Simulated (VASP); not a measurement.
Runs of VASP 6.6.1 on ZnS. The structure is that of space group Cm (No. 8), or close to it. The cells are those of the table. 

```csv
cell,gap on the mesh (eV),pressure (GPa),largest force (eV/Å)
"a = 3.825, b = 3.825, c = 11.165 Å, angles 61.9, 61.9, 60.0°, 6 atoms",1.96,1.3,0.44
"a = 3.825, b = 3.825, c = 9.514 Å, angles 81.3, 81.3, 60.0°, 6 atoms",(a),1.1,0.57
"a = 3.825, b = 3.825, c = 9.767 Å, angles 75.8, 75.8, 60.0°, 6 atoms",(b),1.1,0.27
"a = 3.825, b = 3.825, c = 9.385 Å, angles 87.1, 87.1, 60.0°, 6 atoms",1.89,1.3,0.43
"a = 3.825, b = 3.825, c = 10.135 Å, angles 70.7, 70.7, 60.0°, 6 atoms",1.54,0.5,0.44
"a = 3.825, b = 3.825, c = 10.875 Å, angles 63.9, 63.9, 60.0°, 6 atoms",1.79,0.8,0.80
"a = 3.825, b = 3.825, c = 10.605 Å, angles 66.1, 66.1, 60.0°, 6 atoms",1.64,0.5,0.65
```

Alike in all rows: task single point; level PBE; potentials or basis VASP PAW PBE potentials, release 64 (Zn, S); no spin polarisation; k mesh 8 × 8 × 3; cutoff (eV) 520; smearing gaussian 0.05 eV.

Fill in the values left out.

(a) 1.12; (b) 1.07.

Caveats: an odd mesh through Γ misses points on the zone boundary, where band edges can lie (at least some runs).
